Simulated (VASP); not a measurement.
# Al in VASP: further runs

Runs on Al. Level: r2SCAN. Tasks: single point.

All numbers are computed with VASP 6.6.1; they aren't measurements. Logs are shortened: lines on timing, memory, paths and dates and some standing lists are left out, and cuts for length are marked.

### Step 1. The cell of the first run

The structure is tetragonal, space group I4/mmm (No. 139). Conventional cell: a = 2.823 Å, b = 2.823 Å, c = 3.873 Å, α = 90.00°, β = 90.00°, γ = 90.00°. Within 3.7 Å of Al (site symmetry 4/mmm) lie 12 Al at 2.78 to 2.82 Å.

### Step 2. Single point, r2SCAN (strain along c alone, the other axes held: -3.0 %)

Input file POSCAR:

```
Al
1.0
    1.9963396846      1.9963396846      0.0000000000
   -1.9963396846      1.9963396846      0.0000000000
    0.0000000000      0.0000000000      3.8728989881
Al
2
Direct
    0.0000000000      0.0000000000      0.0000000000
    0.5000000000      0.5000000000      0.5000000000
```

Input file INCAR.step1:

```
PREC = Accurate
ENCUT = 520
ISMEAR = 0
SIGMA = 0.1
LREAL = F
LASPH = T
NELM = 80
NBANDS = 10
GGA = PE
ALGO = Normal
EDIFF = 1E-4
LWAVE = T
LCHARG = F
```

Input file INCAR.step2:

```
PREC = Accurate
ENCUT = 520
EDIFF = 1E-6
ISMEAR = 0
SIGMA = 0.1
LREAL = F
LASPH = T
NELM = 80
ALGO = Normal
ISIF = 2
LWAVE = F
LCHARG = F
METAGGA = R2SCAN
LMIXTAU = T
NBANDS = 10
ISTART = 1
```

Input file KPOINTS:

```
Automatic mesh
0
Gamma
  18 18 14
```

Potentials or basis: VASP PAW PBE potentials, release 64 (Al).

Command:

```console
$ cat potpaw_PBE.64/Al/POTCAR > POTCAR
$ cp INCAR.step1 INCAR
$ mpirun -np 1 vasp_std > vasp.out
$ cp INCAR.step2 INCAR
$ mpirun -np 1 vasp_std > vasp.out
```

OUTCAR:

```text
PREC = Accurate
   ENCUT = 520
   EDIFF = 1E-6
   ISMEAR = 0
   LREAL = F
   LASPH = T
   NELM = 80
   ISIF = 2
   METAGGA = R2SCAN
   ISTART = 1

 ion  position               nearest neighbor table
   1  0.000  0.000  0.000-   2 2.78   2 2.78   2 2.78   2 2.78   2 2.78   2 2.78   2 2.78   2 2.78

   2  0.500  0.500  0.500-   1 2.78   1 2.78   1 2.78   1 2.78   1 2.78   1 2.78   1 2.78   1 2.78

  LATTYP: Found a simple tetragonal cell.
 ALAT       =     2.8232506571
 C/A-ratio  =     1.3717871555

  Lattice vectors:

 A1 = (   1.9963396846,   1.9963396846,   0.0000000000)
 A2 = (  -1.9963396846,   1.9963396846,   0.0000000000)
 A3 = (   0.0000000000,   0.0000000000,   3.8728989881)

Analysis of symmetry for initial positions (statically):
=====================================================================
 Subroutine PRICEL returns following result:

  LATTYP: Found a body centered tetragonal cell.
 ALAT       =     2.8232506571
 C/A-ratio  =     1.3717871555

  Lattice vectors:

 A1 = (   0.0000000000,  -1.9963396846,  -1.9364494940)
 A2 = (   0.0000000000,   1.9963396846,  -1.9364494941)
 A3 = (   1.9963396846,   0.0000000000,   1.9364494941)

   2 primitive cells build up your supercell.

 Routine SETGRP: Setting up the symmetry group for a
 simple tetragonal supercell.

 Subroutine GETGRP returns: Found 16 space group operations
 (whereof 16 operations were pure point group operations)
 out of a pool of 16 trial point group operations.

The static configuration has the point symmetry D_4h.

Analysis of symmetry for dynamics (positions and initial velocities):
=====================================================================
 Subroutine PRICEL returns following result:

  LATTYP: Found a body centered tetragonal cell.
 ALAT       =     2.8232506571
 C/A-ratio  =     1.3717871555

  Lattice vectors:

 A1 = (   0.0000000000,  -1.9963396846,  -1.9364494940)
 A2 = (   0.0000000000,   1.9963396846,  -1.9364494941)
 A3 = (   1.9963396846,   0.0000000000,   1.9364494941)

   2 primitive cells build up your supercell.

 Routine SETGRP: Setting up the symmetry group for a
 simple tetragonal supercell.

 Subroutine GETGRP returns: Found 16 space group operations
 (whereof 16 operations were pure point group operations)
 out of a pool of 16 trial point group operations.

The dynamic configuration has the point symmetry D_4h.

 Subroutine INISYM returns: Found 16 space group operations
 (whereof 16 operations are pure point group operations),
 and found     2 'primitive' translations

----------------------------------------------------------------------------------------

                                     Primitive cell

  volume of cell :      15.4349

  direct lattice vectors                    reciprocal lattice vectors
     0.000000000 -1.996339685 -1.936449494     0.250458378 -0.250458378 -0.258204514
     0.000000000  1.996339685 -1.936449494     0.250458378  0.250458378 -0.258204514
     1.996339685  0.000000000  1.936449494     0.500916757  0.000000000  0.000000000

  length of vectors
     2.781224331  2.781224331  2.781224331     0.438324502  0.438324502  0.500916757

  position of ions in fractional coordinates (direct lattice)
     0.000000000  0.000000000  0.000000000

  ion indices of the primitive-cell ions
   primitive index   ion index
                 1           1

----------------------------------------------------------------------------------------

 KPOINTS: Automatic mesh

Automatic generation of k-mesh.
 Grid dimensions read from file:
 generate k-points for:   18   18   14

 Generating k-lattice:

  Cartesian coordinates                     Fractional coordinates (reciprocal lattice)
     0.013914354  0.013914354  0.000000000     0.055555556  0.000000000  0.000000000
    -0.013914354  0.013914354  0.000000000     0.000000000  0.055555556  0.000000000
     0.000000000  0.000000000  0.018443180     0.000000000  0.000000000  0.071428571

  Length of vectors
     0.019677869  0.019677869  0.018443180

  Shift w.r.t. Gamma in fractional coordinates (k-lattice)
     0.000000000  0.000000000  0.000000000

 Subroutine IBZKPT returns following result:
 ===========================================

 Found    440 irreducible k-points:

 Following reciprocal coordinates:
            Coordinates               Weight
  0.000000  0.000000  0.000000      1.000000
  0.055556  0.000000  0.000000      4.000000
  0.111111  0.000000  0.000000      4.000000
  0.166667  0.000000  0.000000      4.000000
  0.222222  0.000000  0.000000      4.000000
  0.277778  0.000000  0.000000      4.000000
[... 16 lines left out ...]
  0.277778  0.111111  0.000000      8.000000
  0.333333  0.111111  0.000000      8.000000
 [... further k-points ...]
   k-points           NKPTS =    440   k-points in BZ     NKDIM =    440   number of bands    NBANDS=     10
   number of dos      NEDOS =    301   number of ions     NIONS =      2
   total plane-waves  NPLWV =  17280
   dimension x,y,z NGX =    24 NGY =   24 NGZ =   30
   dimension x,y,z NGXF=    48 NGYF=   48 NGZF=   60
   ions per type =               2
   NGX,Y,Z   is equivalent  to a cutoff of  14.13, 14.13, 12.88 a.u.
   NGXF,Y,Z  is equivalent  to a cutoff of  28.26, 28.26, 25.76 a.u.
 SYSTEM =  unknown system
   PREC   = accura    normal or accurate (medium, high low for compatibility)
   ISTART =      1    job   : 0-new  1-cont  2-samecut
   ICHARG =      0    charge: 1-file 2-atom 10-const
   ISPIN  =      1    spin polarized calculation?
   LNONCOLLINEAR =      F non collinear calculations
   LSORBIT =      F    spin-orbit coupling
   LASPH  =      T    aspherical Exc in radial PAW
   ENCUT  =  520.0 eV  38.22 Ry    6.18 a.u.   5.25  5.25  7.20*2*pi/ulx,y,z
   NELM   =     80;   NELMIN=  2; NELMDL=  0     # of ELM steps
   EDIFF  = 0.1E-05   stopping-criterion for ELM
   LREAL  =      F    real-space projection
   EDIFFG = 0.1E-04   stopping-criterion for IOM
   NSW    =      0    number of steps for IOM
   IBRION =     -1    ionic relax: 0-MD 1-quasi-New 2-CG
   NFREE  =      0    steps in history (QN), initial steepest desc. (CG)
   ISIF   =      2    stress and relaxation
   ISYM   =      2    0-nonsym 1-usesym 2-fastsym
   POTIM  = 0.5000    time-step for ionic-motion
   TEBEG  =    0.0;   TEEND  =   0.0 temperature during run
   PSTRESS=    0.0 pullay stress
   NELECT =       6.0000    total number of electrons
   NUPDOWN=      -1.0000    fix difference up-down
   EMIN   =  10.00;   EMAX   =-10.00  energy-range for DOS
   EFERMI =   0.00;   METHOD = LEGACY
   ISMEAR =     0;   SIGMA  =   0.10  broadening in eV -4-tet -1-fermi 0-gaus
   EFERMI_NEDOS =   21; number of points for ismear=-14 and -15
   IALGO  =     38    algorithm
   IMIX   =      4    mixing-type and parameters
     AMIX     =   0.40;   BMIX     =  1.00
     AMIX_MAG =   1.60;   BMIX_MAG =  1.00
  volume/ion in A,a.u.               =      15.43       104.16
  Fermi-wavevector in a.u.,A,eV,Ry     =   0.948303  1.792032 12.235415  0.899278
  Thomas-Fermi vector in A             =   2.076478
   LORBIT       =      0    0 simple, 1 ext, 2 COOP (PROOUT), +10 PAW based schemes
   METAGGA = R2SCAN    functional components
   LHFCALC =     F    Hartree Fock is set to
   AEXX    =    0.0000 exact exchange contribution
   IVDW    =     0    specifies the selected vdW correction
   LEPSILON=     F    determine dielectric tensor
   LRPA    =     F    only Hartree local field effects (RPA)
 non-spin polarized calculation
 Gauss-broadening in eV      SIGMA  =   0.10
  energy-cutoff  :      520.00
  volume of cell :       30.87
 maximum number of plane-waves:       856
 NGX is ok and might be reduce to    24
   NGX = 11   NGY = 11   NGZ = 15

 number of electron       6.0000000 magnetization

 Free energy of the ion-electron system (eV)
  ---------------------------------------------------
  ext. energy  EPLUGINS =         0.00000000
  ---------------------------------------------------
  free energy    TOTEN  =       -13.46395175 eV

  energy without entropy =      -13.45974040  energy(sigma->0) =      -13.46184607

 E-fermi :   8.7252     XC(G=0): -11.1568

 val. band max:        8.7207013392   @ k =   0.1111   0.1111   0.0714
 cond. band min:       8.7326761281   @ k =   0.5000   0.3889   0.2857
 fundamental gap:      0.0119747888
 Fermi energy:         8.7252450499

 k-point     1 :       0.0000    0.0000    0.0000
  band No.  band energies     occupation
      1      -3.5908      2.00000
      2       5.7561      2.00000
      3       7.4808      2.00000
      4      13.9436      0.00000
      5      14.6552      0.00000
      6      14.6552      0.00000
      7      18.9630      0.00000
      8      22.3301      0.00000
      9      22.3301      0.00000
     10      22.6877      0.00000

 k-point     2 :       0.0556    0.0000    0.0000
  band No.  band energies     occupation
      1      -3.5300      2.00000
      2       5.8111      2.00000
      3       7.5345      2.00000
      4      12.7537      0.00000
      5      14.7066      0.00000
      6      15.5066      0.00000
      7      19.4570      0.00000
      8      21.4211      0.00000
      9      22.1088      0.00000
     10      22.3894      0.00000

 k-point     3 :       0.1111    0.0000    0.0000
  band No.  band energies     occupation
      1      -3.3477      2.00000
      2       5.9764      2.00000
      3       7.6880      2.00000
      4      11.1693      0.00000
      5      14.8608      0.00000
      6      16.2265      0.00000
      7      19.8325      0.00000
      8      20.7933      0.00000
      9      20.9644      0.00000
     10      22.5671      0.00000
[... 248 lines left out ...]
 k-point    23 :       0.2778    0.1111    0.0000
  band No.  band energies     occupation
      1      -1.8380      2.00000
      2       6.4521      2.00000
      3       7.3561      2.00000
      4       9.3091      0.00000
      5      13.1548      0.00000
      6      15.3448      0.00000
      7      17.1042      0.00000
      8      20.7430      0.00000
      9      21.0804      0.00000
     10      21.2538      0.00000

 k-point    24 :       0.3333    0.1111    0.0000
  band No.  band energies     occupation
      1      -1.1791      2.00000
      2       5.0883      2.00000
      3       7.9645      2.00000
      4       9.9191      0.00000
      5      13.7317      0.00000
      6      13.9591      0.00000
      7      15.8608      0.00000
      8      19.4560      0.00000
      9      21.7404      0.00000
     10      21.8770      0.00000

 [... further k-points ...]
[... 5 lines left out ...]
  --------------------------------------------------------------------------------------
  -------------------------------------------------------------------------------------
  Total        0.3332723      0.3332723      0.9469577      0.0000000      0.0000000     -0.0000000
  in kB       17.2971589     17.2971589     49.1480301      0.0000000      0.0000000     -0.0000000
  external PRESSURE =      27.9141160 kB  Pullay stress =       0.0000000 kB

 VOLUME and BASIS-vectors are now :
 -----------------------------------------------------------------------------
  energy-cutoff  :      520.00
  volume of cell :       30.87
      direct lattice vectors                 reciprocal lattice vectors
     1.996339685  1.996339685  0.000000000     0.250458378  0.250458378  0.000000000
    -1.996339685  1.996339685  0.000000000    -0.250458378  0.250458378  0.000000000
     0.000000000  0.000000000  3.872898988     0.000000000  0.000000000  0.258204514

 POSITION                                       TOTAL-FORCE (eV/Angst)
 -----------------------------------------------------------------------------------
      0.00000      0.00000      0.00000         0.000000      0.000000     -0.000000
      0.00000      1.99634      1.93645        -0.000000     -0.000000      0.000000
 -----------------------------------------------------------------------------------
    total drift:                               -0.000000      0.000000     -0.000000

  FREE ENERGIE OF THE ION-ELECTRON SYSTEM (eV)
  ---------------------------------------------------
  free  energy   TOTEN  =       -13.4639517451 eV

  energy  without entropy=      -13.4597404040  energy(sigma->0) =      -13.46184607
```

It took 2.6 min on 1 thread of Intel Xeon Platinum 8488C (Sapphire Rapids), shared host; peak memory 0.22 GiB.

What came out:

```yaml
Free_energy: -13.4640 eV
Pressure: 2.8 GPa
Band_gap_on_the_k_mesh: zero (bands 3 and 4 overlap by 12.42 eV)
```

Caveat: the cell differs from its parent crystal (strain along c alone, the other axes held: -3.0 %); the PAW data sets were made with another functional, which shifts forces and pressure a little.

### Step 3. Single point, r2SCAN (strain along c alone, the other axes held: -1.5 %)

POSCAR, as its differences from that of step 2:

```diff
@@ -4,3 +4,3 @@
    -1.9963396846      1.9963396846      0.0000000000
-    0.0000000000      0.0000000000      3.8728989881
+    0.0000000000      0.0000000000      3.9327891786
 Al
```

Input file INCAR.step1:

```
SYSTEM = Al
ALGO = Normal ; EDIFF = 1E-4
ENCUT = 520 ; GGA = PE
ISMEAR = 0 ; LASPH = .True.
LCHARG = .False. ; LREAL = .False.
LWAVE = .True. ; NBANDS = 10
NELM = 80 ; PREC = Accurate
SIGMA = 0.1
```

Input file INCAR.step2:

```
SYSTEM = Al
ALGO = Normal ; EDIFF = 1E-6
ENCUT = 520 ; ISIF = 2
ISMEAR = 0 ; ISTART = 1
LASPH = .True. ; LCHARG = .False.
LMIXTAU = .True. ; LREAL = .False.
LWAVE = .False. ; METAGGA = R2SCAN
NBANDS = 10 ; NELM = 80
PREC = Accurate ; SIGMA = 0.1
```

Input file KPOINTS:

```
k-points
0
Gamma
  18 18 14
  0 0 0
```

Potentials or basis: VASP PAW PBE potentials, release 64 (Al).

Command:

```console
$ cat potpaw_PBE.64/Al/POTCAR > POTCAR
$ cp INCAR.step1 INCAR
$ mpirun -np 1 vasp_std > vasp.out
$ cp INCAR.step2 INCAR
$ mpirun -np 1 vasp_std > vasp.out
```

It took 2.7 min on 1 thread of Intel Xeon Platinum 8488C (Sapphire Rapids), shared host; peak memory 0.23 GiB.

It converged, with:

```
Free energy            : -13.4750 eV
Pressure               : 1.2 GPa
Band gap on the k mesh : zero (bands 3 and 4 overlap by 12.45 eV)
```

Stress tensor (GPa, compression positive):
```
0.51 0.00 0.00
0.00 0.51 0.00
0.00 0.00 2.51
```

Levels at points of the mesh, in eV from the Fermi level:
| k point | band 1 | band 2 | band 3 | band 4 | band 5 | band 6 |
| --- | --- | --- | --- | --- | --- | --- |
| (0.00, 0.00, 0.00) | -12.20 | -3.11 | -1.45 | 5.35 | 6.06 | 6.06 |
| (0.50, 0.00, 0.00) | -7.36 | -7.36 | 1.39 | 1.39 | 3.35 | 3.35 |
| (0.50, 0.50, 0.00) | -3.36 | -3.36 | -1.78 | -1.78 | 5.55 | 5.55 |
| (0.00, 0.00, 0.50) | -9.68 | -9.68 | 7.85 | 7.85 | 8.19 | 8.19 |
| (0.50, 0.00, 0.50) | -5.21 | -5.21 | -4.60 | -4.60 | 12.15 | 12.15 |
| (0.50, 0.50, 0.50) | -1.04 | -1.04 | -1.04 | -1.04 | -0.12 | -0.12 |

Caveat: the cell differs from its parent crystal (strain along c alone, the other axes held: -1.5 %); the PAW data sets were made with another functional, which shifts forces and pressure a little.

(Continued in part 2 of 2.)
